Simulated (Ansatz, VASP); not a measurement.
## Co in VASP and in Ansatz

INCAR

```
PREC = Accurate
ENCUT = 520
EDIFF = 1E-6
ISMEAR = 0
SIGMA = 0.1
LREAL = F
LASPH = T
NELM = 150
ALGO = Normal
ISIF = 2
LWAVE = F
LCHARG = T
ISPIN = 2
MAGMOM = 1.99
LORBIT = 11
LMAXMIX = 4
GGA = PE
LELF = T
LVHAR = T
NBANDS = 14
```

The input KPOINTS:

```
Automatic mesh
0
Gamma
  20 20 20
```

Contents of POSCAR:

```
Co
1.0
   -1.4501489828      1.4501489828      1.4501489828
    1.4501489828     -1.4501489828      1.4501489828
    1.4501489828      1.4501489828     -1.4501489828
Co
1
Direct
    0.0000000000      0.0000000000      0.0000000000
```

Input for Ansatz:

```yaml
crystal:
  lattice:
    - [-1.4501489828, 1.4501489828, 1.4501489828]
    - [1.4501489828, -1.4501489828, 1.4501489828]
    - [1.4501489828, 1.4501489828, -1.4501489828]
  atoms:
    - { symbol: Co, position: [0.0, 0.0, 0.0], spin: 1.99 }
basis:
  ecutwfc: 420
kpoints:
  mp_grid: { grid: [20, 20, 20] }
hamiltonian:
  xc: pbe
scf:
  occupations: { method: gaussian, width: 0.1 }
output:
  forces: true
  stress: true
  eigenvalues: true
  populations: true
magnetization:
  spin_polarized: true
```

Alike in both runs: task single point; functional PBE; k mesh 20 × 20 × 20; occupations gaussian, width 0.1 eV; collinear spin.

```csv
,VASP,Ansatz
version,VASP 6.6.1,Ansatz 0.2.0
potentials or method,"VASP PAW PBE potentials, release 64 (Co), cutoff 520 eV","scalar-relativistic, plane waves, PAW"
valence electrons in the cell,9,17
```

|  | VASP | Ansatz | Ansatz less VASP |
| --- | --- | --- | --- |
| gap on the k mesh at the Fermi level (eV) | none | none | - |
| pressure (GPa) | -15.4 | -15.1 | +0.33 |
| net moment per atom (μB) | 1.82 | 1.83 | +0.018 |
| size of the moment on the site where the two differ most (μB) | 1.85 | 1.91 | +0.058 |

Site moments also hang on the region over which each program counts them. A gap of «none» marks a metal or a gap that the smearing closes. VASP's potentials hold 9 valence electrons a cell and Ansatz's 17, so a difference there can come from the potentials and not from the codes.
